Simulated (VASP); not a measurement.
# CdSe (F-43m) in VASP: notebook, part 2 of 2

VASP 6.6.1. The steps go on from the part before.

## 3. Single point, revPBE

This run uses another cell than the first one, of 30.67 Å³/atom.

Contents of INCAR:

```
PREC = Accurate
ENCUT = 520
EDIFF = 1E-6
ISMEAR = -1
SIGMA = 0.05
LREAL = F
LASPH = T
NELM = 80
ALGO = Normal
ISIF = 2
LWAVE = F
LCHARG = T
GGA = RE
LELF = T
LVHAR = T
NBANDS = 16
```

Contents of KPOINTS:

```
regular mesh
0
Gamma
  8 8 8
```

Contents of POSCAR:

```
CdSe
1.0
    0.0000000000      3.1303091811      3.1303091811
    3.1303091811      0.0000000000      3.1303091811
    3.1303091811      3.1303091811      0.0000000000
Cd Se
1 1
Direct
    0.0000000000      0.0000000000      0.0000000000
    0.2500000000      0.2500000000      0.2500000000
```

Potentials or basis: VASP PAW PBE potentials, release 64 (Cd, Se).

Run with:

```
$ cat potpaw_PBE.64/Cd/POTCAR potpaw_PBE.64/Se/POTCAR > POTCAR
$ mpirun -np 1 vasp_std > vasp.out
```

OUTCAR:

```text
PREC = Accurate
   ENCUT = 520
   EDIFF = 1E-6
   ISMEAR = -1
   LREAL = F
   LASPH = T
   NELM = 80
   ISIF = 2
   GGA = RE

 ion  position               nearest neighbor table
   1  0.000  0.000  0.000-   2 2.71   2 2.71   2 2.71   2 2.71
   2  0.250  0.250  0.250-   1 2.71   1 2.71   1 2.71   1 2.71

  LATTYP: Found a face centered cubic cell.
 ALAT       =     6.2606183622

  Lattice vectors:

 A1 = (   0.0000000000,   3.1303091811,   3.1303091811)
 A2 = (   3.1303091811,   0.0000000000,   3.1303091811)
 A3 = (   3.1303091811,   3.1303091811,   0.0000000000)

Analysis of symmetry for initial positions (statically):
=====================================================================
 Subroutine PRICEL returns:
 Original cell was already a primitive cell.

 Routine SETGRP: Setting up the symmetry group for a
 face centered cubic supercell.

 Subroutine GETGRP returns: Found 24 space group operations
 (whereof 24 operations were pure point group operations)
 out of a pool of 48 trial point group operations.

The static configuration has the point symmetry T_d .

Analysis of symmetry for dynamics (positions and initial velocities):
=====================================================================
 Subroutine PRICEL returns:
 Original cell was already a primitive cell.

 Routine SETGRP: Setting up the symmetry group for a
 face centered cubic supercell.

 Subroutine GETGRP returns: Found 24 space group operations
 (whereof 24 operations were pure point group operations)
 out of a pool of 48 trial point group operations.

The dynamic configuration has the point symmetry T_d .

 Subroutine INISYM returns: Found 24 space group operations
 (whereof 24 operations are pure point group operations),
 and found     1 'primitive' translations

----------------------------------------------------------------------------------------

                                     Primitive cell
[... 109 lines left out ...]
   IMIX   =      4    mixing-type and parameters
     AMIX     =   0.40;   BMIX     =  1.00
     AMIX_MAG =   1.60;   BMIX_MAG =  1.00
  volume/ion in A,a.u.               =      30.67       206.99
  Fermi-wavevector in a.u.,A,eV,Ry     =   1.087849  2.055736 16.101331  1.183414
  Thomas-Fermi vector in A             =   2.224017
   LORBIT       =      0    0 simple, 1 ext, 2 COOP (PROOUT), +10 PAW based schemes
   GGA     = RE    functional components
   LHFCALC =     F    Hartree Fock is set to
   AEXX    =    0.0000 exact exchange contribution
   IVDW    =     0    specifies the selected vdW correction
   LEPSILON=     F    determine dielectric tensor
   LRPA    =     F    only Hartree local field effects (RPA)
 non-spin polarized calculation
  energy-cutoff  :      520.00
  volume of cell :       61.35
 maximum number of plane-waves:      1676
 NGX is ok and might be reduce to    36
   NGX = 17   NGY = 17   NGZ = 17

 number of electron      18.0000002 magnetization

 Free energy of the ion-electron system (eV)
  ---------------------------------------------------
  ext. energy  EPLUGINS =         0.00000000
  ---------------------------------------------------
  free energy    TOTEN  =        -4.94697799 eV

  energy without entropy =       -4.94695295  energy(sigma->0) =       -4.94696547

 E-fermi :   0.7070     XC(G=0):  -8.3084

 val. band max:        0.3847456491   @ k =   0.0000   0.0000   0.0000
 cond. band min:       0.9422711570   @ k =   0.0000   0.0000   0.0000
 fundamental gap:      0.5575255079
 Fermi energy:         0.7070381224

 k-point     1 :       0.0000    0.0000    0.0000
  band No.  band energies     occupation
      1     -11.7246      2.00000
      2      -7.3041      2.00000
      3      -7.3041      2.00000
      4      -7.3041      2.00000
      5      -7.0176      2.00000
      6      -7.0176      2.00000
[... 433 lines left out ...]
      3      -7.1842      2.00000
      4      -7.0298      2.00000
      5      -7.0041      2.00000
      6      -6.7120      2.00000
[... 8 lines left out ...]
     15      11.9138      0.00000
     16      12.8041      0.00000

 [... further k-points ...]

------------------------ aborting loop because EDIFF is reached ----------------------------------------

  FORCE on cell =-STRESS in cart. coord.  units (eV):
  Direction    XX          YY          ZZ          XY          YZ          ZX
  --------------------------------------------------------------------------------------
  -------------------------------------------------------------------------------------
  Total        0.0778225      0.0778225      0.0778225      0.0000000     -0.0000000      0.0000000
  in kB        2.0324701      2.0324701      2.0324701      0.0000000     -0.0000000      0.0000000
  external PRESSURE =       2.0324701 kB  Pullay stress =       0.0000000 kB

 VOLUME and BASIS-vectors are now :
 -----------------------------------------------------------------------------
  energy-cutoff  :      520.00
  volume of cell :       61.35
      direct lattice vectors                 reciprocal lattice vectors
     0.000000000  3.130309181  3.130309181    -0.159728631  0.159728631  0.159728631
     3.130309181  0.000000000  3.130309181     0.159728631 -0.159728631  0.159728631
     3.130309181  3.130309181  0.000000000     0.159728631  0.159728631 -0.159728631

 POSITION                                       TOTAL-FORCE (eV/Angst)
 -----------------------------------------------------------------------------------
      0.00000      0.00000      0.00000         0.000000      0.000000      0.000000
      1.56515      1.56515      1.56515        -0.000000     -0.000000     -0.000000
 -----------------------------------------------------------------------------------
    total drift:                               -0.000000     -0.000000     -0.000000

  FREE ENERGIE OF THE ION-ELECTRON SYSTEM (eV)
  ---------------------------------------------------
  free  energy   TOTEN  =        -4.9469779890 eV

  energy  without entropy=       -4.9469529503  energy(sigma->0) =       -4.94696547
```

It took 17 s on 1 thread of Intel Xeon Platinum 8488C (Sapphire Rapids), shared host; peak memory 0.21 GiB.

What came out:

```
Free energy            : -4.9470 eV
Pressure               : 0.2 GPa
Band gap on the k mesh : 0.56 eV
```

Caveat: the PAW data sets were made with another functional, which shifts forces and pressure a little.

## 4. Single point, RPBE

This run uses another cell than the first one, of 31.03 Å³/atom.

Contents of INCAR:

```
ALGO = Normal
EDIFF = 1E-6
ENCUT = 520
GGA = RP
ISIF = 2
ISMEAR = -1
LASPH = True
LCHARG = False
LREAL = False
LWAVE = False
NBANDS = 16
NELM = 100
PREC = Accurate
SIGMA = 0.05
```

Contents of KPOINTS:

```
k-points
0
Gamma
  8 8 8
```

Contents of POSCAR:

```
CdSe
1.0
    0.0000000000      3.1424709889      3.1424709889
    3.1424709889      0.0000000000      3.1424709889
    3.1424709889      3.1424709889      0.0000000000
Cd Se
1 1
Direct
    0.0000000000      0.0000000000      0.0000000000
    0.2500000000      0.2500000000      0.2500000000
```

Run with:

```
$ cat potpaw_PBE.64/Cd/POTCAR potpaw_PBE.64/Se/POTCAR > POTCAR
$ mpirun -np 1 vasp_std > vasp.out
```

Run time: 17 s. Hardware: 1 thread of Intel Xeon Platinum 8488C (Sapphire Rapids), shared host; peak memory 0.21 GiB.

Results (log left out):

```
Free energy            : -4.8795 eV
Pressure               : 0.2 GPa
Band gap on the k mesh : 0.58 eV
```

Levels at points of the mesh, in eV from the valence-band top:
| k point | band 6 | band 7 | band 8 | band 9 | band 10 | band 11 | band 12 | band 13 |
| --- | --- | --- | --- | --- | --- | --- | --- | --- |
| (0.00, 0.00, 0.00) | -7.39 | 0.00 | 0.00 | 0.00 | 0.58 | 6.00 | 6.00 | 6.00 |
| (0.50, 0.00, 0.00) | -7.16 | -3.79 | -0.61 | -0.61 | 2.39 | 6.49 | 6.49 | 7.33 |
| (0.50, 0.50, 0.00) | -7.10 | -3.61 | -1.52 | -1.52 | 3.49 | 3.73 | 8.90 | 9.76 |

Caveat: the PAW data sets were made with another functional, which shifts forces and pressure a little.

## 5. Summary

```tsv
level	cell	gap on the mesh (eV)	pressure (GPa)
PBE	a = 4.382 Å, angles 60.0°, 2 atoms	0.49	0.2
revPBE	a = 4.427 Å, angles 60.0°, 2 atoms	0.56	0.2
RPBE	a = 4.444 Å, angles 60.0°, 2 atoms	0.58	0.2
```

Alike in all rows: task single point; potentials or basis VASP PAW PBE potentials, release 64 (Cd, Se); no spin polarisation; k mesh 8 × 8 × 8; cutoff (eV) 520; smearing fermi-dirac 0.05 eV.

Caveats: the PAW data sets were made with another functional, which shifts forces and pressure a little (at least some runs).

Absolute energies hang on the potentials; compare differences alone.
